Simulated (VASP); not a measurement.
Set up this calculation in VASP 6.6.1, as the native input.

| Item | Value |
| --- | --- |
| Task | electric field gradients |
| Functional | PBEsol |
| Potentials or basis | VASP PAW PBE potentials, release 64 (Se) |
| Cutoff | 520 eV |
| k mesh | 8 × 8 × 6 |
| Occupations | fermi-dirac, width 0.02 eV |
| Spin | no spin polarisation |
| Dipole correction | no |
| Further INCAR settings | ALGO = Normal; EDIFF = 1e-08; NBANDS = 16 |

The structure of Se lies in POSCAR:

```
Se
1.0
    4.3551696776      0.0000000000      0.0000000000
   -2.1775848388      3.7716875786      0.0000000000
    0.0000000000      0.0000000000      4.9989445000
Se
3
Direct
    0.2170000000      0.0000000000      0.1666666667
    0.0000000000      0.2170000000      0.8333333333
    0.7830000000      0.7830000000      0.5000000000
```

This cell differs from its parent crystal: zz strain of +1 %.

These files were run (other wordings do the same):

INCAR

```
SYSTEM = Se
ALGO = Normal
EDIFF = 1E-8
ENCUT = 520
GGA = PS
ISIF = 2
ISMEAR = -1
LASPH = .True.
LCHARG = .False.
LEFG = .True.
LREAL = .False.
LWAVE = .False.
NBANDS = 16
NELM = 60
PREC = Accurate
SIGMA = 0.02
```

KPOINTS

```
k-points
0
Gamma
  8 8 6
  0 0 0
```

Potentials or basis: VASP PAW PBE potentials, release 64 (Se).

The run is started by

```sh
$ cat potpaw_PBE.64/Se/POTCAR > POTCAR
$ mpirun -np 1 vasp_std > vasp.out
```

Results of the run:

* Pressure: 2.2 GPa
* Largest force: 0.918 eV/Å
* Band gap on the k mesh: 0.98 eV, indirect (least direct gap 1.03 eV)

Caveat: the cell differs from its parent crystal (zz strain of +1 %); without QUAD_EFG the Cq values of the log hold for a quadrupole moment of 1 mb, not for the nuclei; the PAW data sets were made with another functional, which shifts forces and pressure a little.

Run time: 31 s on 1 thread of Intel(R) Xeon(R) Platinum 8488C (Sapphire Rapids) (shared host), peak memory 0.21 GiB.
